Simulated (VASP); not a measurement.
# TiAl in VASP: single point with PBE

Aim: the single point of TiAl with PBE.

Program: VASP 6.6.1. These are calculated values, not measurements. Logs are shortened: lines on timing, memory, paths and dates and some standing lists are left out, and cuts for length are marked.

## 1. The cell of the first run

The cell holds a slab with vacuum, 16 atoms: a = 2.821 Å, b = 4.960 Å, c = 30.242 Å, α = 90.00°, β = 90.00°, γ = 90.00°.

## 2. Single point, PBE

Input file INCAR:

```
PREC = Accurate
ENCUT = 520
EDIFF = 1E-7
ISMEAR = 1
SIGMA = 0.1
LREAL = Auto
LASPH = True
NELM = 100
ALGO = Normal
ISIF = 2
LWAVE = False
LCHARG = True
LDIPOL = True
IDIPOL = 3
DIPOL = 0.5 0.5 0.500
GGA = PE
LELF = True
LVHAR = True
LVACPOTAV = True
NBANDS = 74
```

Input file KPOINTS:

```
Automatic mesh
0
Gamma
  14 8 1
```

Input file POSCAR:

```
TiAl
1.0
    2.8207921265      0.0000000000      0.0000000000
    0.0000000000      4.9600580327      0.0000000000
    0.0000000000      0.0000000000     30.2415943910
Ti Al
8 8
Direct
    0.0000000000     -0.0094731140      0.2340787024
    0.0000000000      0.6735434934      0.3086160766
    0.0000000000      0.3508146324      0.3845939137
    0.0000000000      0.0328037151      0.4618531590
    0.0000000000      0.7032462706      0.5381458634
    0.0000000000      0.3852346677      0.6154055714
    0.0000000000      0.0625098609      0.6913824845
    0.0000000000      0.7455225485      0.7659209242
    0.5000000000      0.4881582112      0.2297051191
    0.5000000000      0.1733510255      0.3079381541
    0.5000000000      0.8513603829      0.3851202145
    0.5000000000      0.5304791667      0.4614449401
    0.5000000000      0.2055707516      0.5385540692
    0.5000000000      0.8846905268      0.6148791431
    0.5000000000      0.5626978106      0.6920608529
    0.5000000000      0.2478960502      0.7702941494
```

Potentials or basis: VASP PAW PBE potentials, release 64 (Ti_sv, Al).

Launch:

```console
$ cat potpaw_PBE.64/Ti_sv/POTCAR potpaw_PBE.64/Al/POTCAR > POTCAR
$ mpirun -np 1 vasp_std > vasp.out
```

OUTCAR:

```text
PREC = Accurate
   ENCUT = 520
   EDIFF = 1E-7
   ISMEAR = 1
   LREAL = Auto
   LASPH = True
   NELM = 100
   ISIF = 2
   GGA = PE

 ion  position               nearest neighbor table
   1  0.000  0.991  0.234-   2 2.75  10 2.79  10 2.79   9 2.85   9 2.85   9 2.87   9 2.87
   2  0.000  0.674  0.309-   1 2.75   3 2.80  11 2.85  11 2.85  10 2.85  10 2.85  10 2.85  10 2.85
                             9 2.92   9 2.92
   3  0.000  0.351  0.385-   2 2.80   4 2.82  11 2.85  11 2.85  10 2.85  10 2.85  11 2.86  11 2.86
                            12 2.86  12 2.86
   4  0.000  0.033  0.462-   3 2.82   5 2.83  12 2.84  12 2.84  13 2.85  13 2.85  11 2.86  11 2.86
                            12 2.86  12 2.86
   5  0.000  0.703  0.538-   6 2.82   4 2.83  13 2.84  13 2.84  12 2.85  12 2.85  14 2.86  14 2.86
                            13 2.86  13 2.86
   6  0.000  0.385  0.615-   7 2.80   5 2.82  14 2.85  14 2.85  15 2.85  15 2.85  14 2.86  14 2.86
                            13 2.86  13 2.86
   7  0.000  0.063  0.691-   8 2.75   6 2.80  14 2.85  14 2.85  15 2.85  15 2.85  15 2.85  15 2.85
                            16 2.92  16 2.92
   8  0.000  0.746  0.766-   7 2.75  15 2.79  15 2.79  16 2.85  16 2.85  16 2.87  16 2.87
   9  0.500  0.488  0.230-  10 2.83   1 2.85   1 2.85   1 2.87   1 2.87   2 2.92   2 2.92
  10  0.500  0.173  0.308-   1 2.79   1 2.79  11 2.83   9 2.83   2 2.85   2 2.85   3 2.85   3 2.85
                             2 2.85   2 2.85
  11  0.500  0.851  0.385-  12 2.80  10 2.83   2 2.85   2 2.85   3 2.85   3 2.85   3 2.86   3 2.86
                             4 2.86   4 2.86
  12  0.500  0.530  0.461-  11 2.80  13 2.83   4 2.84   4 2.84   5 2.85   5 2.85   3 2.86   3 2.86
                             4 2.86   4 2.86
  13  0.500  0.206  0.539-  14 2.80  12 2.83   5 2.84   5 2.84   4 2.85   4 2.85   6 2.86   6 2.86
                             5 2.86   5 2.86
  14  0.500  0.885  0.615-  13 2.80  15 2.83   7 2.85   7 2.85   6 2.85   6 2.85   6 2.86   6 2.86
                             5 2.86   5 2.86
  15  0.500  0.563  0.692-   8 2.79   8 2.79  14 2.83  16 2.83   7 2.85   7 2.85   6 2.85   6 2.85
                             7 2.85   7 2.85
  16  0.500  0.248  0.770-  15 2.83   8 2.85   8 2.85   8 2.87   8 2.87   7 2.92   7 2.92

  LATTYP: Found a simple orthorhombic cell.
 ALAT       =     2.8207921265
 B/A-ratio  =     1.7583919021
 C/A-ratio  =    10.7209581688

  Lattice vectors:

 A1 = (   2.8207921265,   0.0000000000,   0.0000000000)
 A2 = (   0.0000000000,   4.9600580327,   0.0000000000)
 A3 = (   0.0000000000,   0.0000000000,  30.2415943910)

Analysis of symmetry for initial positions (statically):
=====================================================================
 Subroutine PRICEL returns:
 Original cell was already a primitive cell.

 Routine SETGRP: Setting up the symmetry group for a
 simple orthorhombic supercell.

 Subroutine GETGRP returns: Found  4 space group operations
 (whereof  2 operations were pure point group operations)
 out of a pool of  8 trial point group operations.

The static configuration has the point symmetry C_1h.
 The point group associated with its full space group is C_2h.

Analysis of symmetry for dynamics (positions and initial velocities):
=====================================================================
 Subroutine PRICEL returns:
 Original cell was already a primitive cell.

 Routine SETGRP: Setting up the symmetry group for a
 simple orthorhombic supercell.

 Subroutine GETGRP returns: Found  4 space group operations
 (whereof  2 operations were pure point group operations)
 out of a pool of  8 trial point group operations.

The dynamic configuration has the point symmetry C_1h.
 The point group associated with its full space group is C_2h.

 Subroutine INISYM returns: Found  4 space group operations
 (whereof  2 operations are pure point group operations),
 and found     1 'primitive' translations

----------------------------------------------------------------------------------------

                                     Primitive cell

  volume of cell :     423.1190

  direct lattice vectors                    reciprocal lattice vectors
     2.820792127  0.000000000  0.000000000     0.354510349  0.000000000  0.000000000
     0.000000000  4.960058033  0.000000000     0.000000000  0.201610544  0.000000000
     0.000000000  0.000000000 30.241594391     0.000000000  0.000000000  0.033067040

  length of vectors
     2.820792127  4.960058033 30.241594391     0.354510349  0.201610544  0.033067040

  position of ions in fractional coordinates (direct lattice)
     0.000000000  0.990526886  0.234078702
     0.000000000  0.673543493  0.308616077
     0.000000000  0.350814632  0.384593914
     0.000000000  0.032803715  0.461853159
     0.000000000  0.703246271  0.538145863
     0.000000000  0.385234668  0.615405571
[... 8 lines left out ...]
     0.500000000  0.562697811  0.692060853
     0.500000000  0.247896050  0.770294149

  ion indices of the primitive-cell ions
   primitive index   ion index
                 1           1
                 2           2
                 3           3
                 4           4
                 5           5
                 6           6
[... 8 lines left out ...]
                15          15
                16          16

----------------------------------------------------------------------------------------

 KPOINTS: Automatic mesh

Automatic generation of k-mesh.
 Grid dimensions read from file:
 generate k-points for:   14    8    1

 Generating k-lattice:

  Cartesian coordinates                     Fractional coordinates (reciprocal lattice)
     0.025322168  0.000000000  0.000000000     0.071428571  0.000000000  0.000000000
     0.000000000  0.025201318  0.000000000     0.000000000  0.125000000  0.000000000
     0.000000000  0.000000000  0.033067040     0.000000000  0.000000000  1.000000000

  Length of vectors
     0.025322168  0.025201318  0.033067040

  Shift w.r.t. Gamma in fractional coordinates (k-lattice)
     0.000000000  0.000000000  0.000000000

 Subroutine IBZKPT returns following result:
 ===========================================

 Found     40 irreducible k-points:

 Following reciprocal coordinates:
            Coordinates               Weight
  0.000000  0.000000  0.000000      1.000000
  0.071429  0.000000  0.000000      2.000000
  0.142857  0.000000  0.000000      2.000000
  0.214286  0.000000  0.000000      2.000000
  0.285714  0.000000  0.000000      2.000000
  0.357143  0.000000  0.000000      2.000000
[... 16 lines left out ...]
  0.428571  0.250000  0.000000      4.000000
  0.500000  0.250000  0.000000      2.000000
 [... further k-points ...]
   k-points           NKPTS =     40   k-points in BZ     NKDIM =     40   number of bands    NBANDS=     74
   number of dos      NEDOS =    301   number of ions     NIONS =     16
   total plane-waves  NPLWV = 230400
   dimension x,y,z NGX =    24 NGY =   40 NGZ =  240
   dimension x,y,z NGXF=    48 NGYF=   80 NGZF=  480
   ions per type =               8   8
   NGX,Y,Z   is equivalent  to a cutoff of  14.14, 13.41, 13.19 a.u.
   NGXF,Y,Z  is equivalent  to a cutoff of  28.29, 26.81, 26.39 a.u.
 SYSTEM =  unknown system
   PREC   = accura    normal or accurate (medium, high low for compatibility)
   ISTART =      0    job   : 0-new  1-cont  2-samecut
   ICHARG =      2    charge: 1-file 2-atom 10-const
   ISPIN  =      1    spin polarized calculation?
   LNONCOLLINEAR =      F non collinear calculations
   LSORBIT =      F    spin-orbit coupling
   LASPH  =      T    aspherical Exc in radial PAW
   ENCUT  =  520.0 eV  38.22 Ry    6.18 a.u.   5.24  9.22 56.23*2*pi/ulx,y,z
   NELM   =    100;   NELMIN=  2; NELMDL= -5     # of ELM steps
   EDIFF  = 0.1E-06   stopping-criterion for ELM
   LREAL  =      T    real-space projection
   EDIFFG = 0.1E-05   stopping-criterion for IOM
   NSW    =      0    number of steps for IOM
   IBRION =     -1    ionic relax: 0-MD 1-quasi-New 2-CG
   NFREE  =      0    steps in history (QN), initial steepest desc. (CG)
   ISIF   =      2    stress and relaxation
   ISYM   =      2    0-nonsym 1-usesym 2-fastsym
   POTIM  = 0.5000    time-step for ionic-motion
   TEBEG  =    0.0;   TEEND  =   0.0 temperature during run
   PSTRESS=    0.0 pullay stress
   NELECT =     120.0000    total number of electrons
   NUPDOWN=      -1.0000    fix difference up-down
   EMIN   =  10.00;   EMAX   =-10.00  energy-range for DOS
   EFERMI =   0.00;   METHOD = LEGACY
   ISMEAR =     1;   SIGMA  =   0.10  broadening in eV -4-tet -1-fermi 0-gaus
   EFERMI_NEDOS =   21; number of points for ismear=-14 and -15
   IALGO  =     38    algorithm
   IMIX   =      4    mixing-type and parameters
     AMIX     =   0.40;   BMIX     =  1.00
     AMIX_MAG =   1.60;   BMIX_MAG =  1.00
  volume/ion in A,a.u.               =      26.44       178.46
  Fermi-wavevector in a.u.,A,eV,Ry     =   1.075592  2.032575 15.740568  1.156899
  Thomas-Fermi vector in A             =   2.211453
   LORBIT       =      0    0 simple, 1 ext, 2 COOP (PROOUT), +10 PAW based schemes
   GGA     = PE    functional components
   LHFCALC =     F    Hartree Fock is set to
   AEXX    =    0.0000 exact exchange contribution
   IVDW    =     0    specifies the selected vdW correction
   LEPSILON=     F    determine dielectric tensor
   LRPA    =     F    only Hartree local field effects (RPA)
 non-spin polarized calculation
 Methfessel and Paxton  Order N= 1 SIGMA  =   0.10
  energy-cutoff  :      520.00
  volume of cell :      423.12
 maximum number of plane-waves:     11464
 NGX is ok and might be reduce to    24
   NGX = 11   NGY = 19   NGZ =113

 number of electron     119.9999983 magnetization

 dipolmoment           0.000000      0.000000      0.001137 electrons x Angstroem

 Free energy of the ion-electron system (eV)
  ---------------------------------------------------
  ext. energy  EPLUGINS =         0.00000000
  ---------------------------------------------------
  free energy    TOTEN  =       -96.15194104 eV

  energy without entropy =      -96.14880675  energy(sigma->0) =      -96.15089627

 E-fermi :   3.5319     XC(G=0):  -7.4025

 val. band max:        3.5275796490   @ k =   0.0000   0.2500   0.0000
 cond. band min:       3.5335216865   @ k =   0.1429   0.5000   0.0000
 fundamental gap:      0.0059420375
 Fermi energy:         3.5318850376

 k-point     1 :       0.0000    0.0000    0.0000
  band No.  band energies     occupation
      1     -53.3535      2.00000
      2     -53.3398      2.00000
      3     -53.1093      2.00000
      4     -53.0879      2.00000
      5     -53.0683      2.00000
      6     -53.0597      2.00000
[... 64 lines left out ...]
     71       5.3530     -0.00000
     72       5.4005     -0.00000

 k-point     2 :       0.0714    0.0000    0.0000
  band No.  band energies     occupation
      1     -53.3507      2.00000
      2     -53.3370      2.00000
      3     -53.1064      2.00000
      4     -53.0850      2.00000
      5     -53.0654      2.00000
      6     -53.0569      2.00000
[... 64 lines left out ...]
     71       5.2312     -0.00000
     72       5.3961     -0.00000

 k-point     3 :       0.1429    0.0000    0.0000
  band No.  band energies     occupation
      1     -53.3429      2.00000
      2     -53.3293      2.00000
      3     -53.0984      2.00000
      4     -53.0770      2.00000
      5     -53.0575      2.00000
      6     -53.0490      2.00000
[... 1564 lines left out ...]
     71       5.0063     -0.00000
     72       5.0608     -0.00000

 k-point    24 :       0.5000    0.2500    0.0000
  band No.  band energies     occupation
      1     -53.2971      2.00000
      2     -53.2835      2.00000
      3     -53.0508      2.00000
      4     -53.0300      2.00000
      5     -53.0107      2.00000
      6     -53.0027      2.00000
[... 64 lines left out ...]
     71       4.9813     -0.00000
     72       5.0940     -0.00000

 [... further k-points ...]

 [bands above 72 left out]

------------------------ aborting loop because EDIFF is reached ----------------------------------------

  FORCE on cell =-STRESS in cart. coord.  units (eV):
  Direction    XX          YY          ZZ          XY          YZ          ZX
  --------------------------------------------------------------------------------------
  -------------------------------------------------------------------------------------
  Total       -1.8165962     -3.0913943     -0.0321187      0.0000000      0.0524884      0.0000000
  in kB       -6.8787013    -11.7058368     -0.1216201      0.0000000      0.1987520      0.0000000
  external PRESSURE =      -6.2353861 kB  Pullay stress =       0.0000000 kB

 VOLUME and BASIS-vectors are now :
 -----------------------------------------------------------------------------
  energy-cutoff  :      520.00
  volume of cell :      423.12
      direct lattice vectors                 reciprocal lattice vectors
     2.820792127  0.000000000  0.000000000     0.354510349  0.000000000  0.000000000
     0.000000000  4.960058033  0.000000000     0.000000000  0.201610544  0.000000000
     0.000000000  0.000000000 30.241594391     0.000000000  0.000000000  0.033067040

 POSITION                                       TOTAL-FORCE (eV/Angst)
 -----------------------------------------------------------------------------------
      0.00000      4.91307      7.07891         0.000000      0.004082     -0.000505
      0.00000      3.34081      9.33304         0.000000      0.000844     -0.005955
      0.00000      1.74006     11.63073         0.000000      0.005591     -0.001491
      0.00000      0.16271     13.96718         0.000000      0.003836      0.008516
      0.00000      3.48814     16.27439         0.000000     -0.003836     -0.008516
      0.00000      1.91079     18.61085         0.000000     -0.005591      0.001491
[... 8 lines left out ...]
      1.41040      2.79101     20.92902         0.000000      0.002136      0.002301
      1.41040      1.22958     23.29492         0.000000      0.002565      0.001405
 -----------------------------------------------------------------------------------
    total drift:                                0.000000     -0.032548      0.280654

  FREE ENERGIE OF THE ION-ELECTRON SYSTEM (eV)
  ---------------------------------------------------
  free  energy   TOTEN  =       -96.1519410363 eV

  energy  without entropy=      -96.1488067494  energy(sigma->0) =      -96.15089627

 vacuum level on the upper side and lower side of the slab         7.805         7.791
```

Wall time 54 min (1 thread of AMD EPYC 9R45 (Zen 5), shared host); peak memory 0.96 GiB.

What came out:

```yaml
Free_energy: -96.1519 eV
Largest_force: 0.009 eV/Å
Band_gap_on_the_k_mesh: zero (bands 60 and 61 overlap by 0.54 eV)
```

Forces on the atoms (eV/Å):
```
Ti   0.000  0.004 -0.001
Ti   0.000  0.001 -0.006
Ti   0.000  0.006 -0.001
Ti   0.000  0.004  0.009
Ti   0.000 -0.004 -0.009
Ti   0.000 -0.006  0.001
Ti   0.000 -0.001  0.006
Ti   0.000 -0.004  0.001
Al   0.000 -0.003 -0.001
Al   0.000 -0.002 -0.002
Al   0.000  0.003  0.003
Al   0.000  0.000  0.000
Al   0.000  0.000  0.000
Al   0.000 -0.003 -0.003
Al   0.000  0.002  0.002
Al   0.000  0.003  0.001
```
